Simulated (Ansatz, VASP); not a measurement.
ZnO in VASP and in Ansatz

```
CELL_PARAMETERS angstrom
3.23047 0.00000 0.00000
-1.61524 2.79767 0.00000
0.00000 0.00000 5.52692
ATOMIC_POSITIONS crystal
Zn 0.66667 0.33333 0.50646
Zn 0.33333 0.66667 0.00646
O 0.66667 0.33333 0.87385
O 0.33333 0.66667 0.37385
```

Change from the starting cell: strain along c alone, the other axes held, atoms relaxed: +6.0 %.

Alike in both runs: functional PBEsol; k mesh 12 × 12 × 6; occupations gaussian, width 0.02 eV; no spin polarisation.

Ansatz relaxed the structure, and its values are those at the end. VASP's run is a single point on that final structure, the one shown.

|  | VASP | Ansatz |
| --- | --- | --- |
| version | VASP 6.6.1 | Ansatz 0.2.0 |
| potentials or method | VASP PAW PBE potentials, release 64 (Zn, O), cutoff 520 eV | scalar-relativistic, plane waves, PAW |
| valence electrons in the cell | 36 | 36 |

|  | VASP | Ansatz | Ansatz less VASP |
| --- | --- | --- | --- |
| gap on the k mesh at the Fermi level (eV) | 0.50 | 0.52 | +0.016 |
| least direct gap on the mesh (eV) | 0.50 | 0.52 | +0.016 |
| pressure (GPa) | -6.9 | -7.6 | -0.75 |
| rms of the force components (eV/Å) | 0.007 | 0.002 | -0.0058 |

VASP's potentials were made for PBE, not for PBEsol. Ansatz's warnings: stress scf threshold loose.
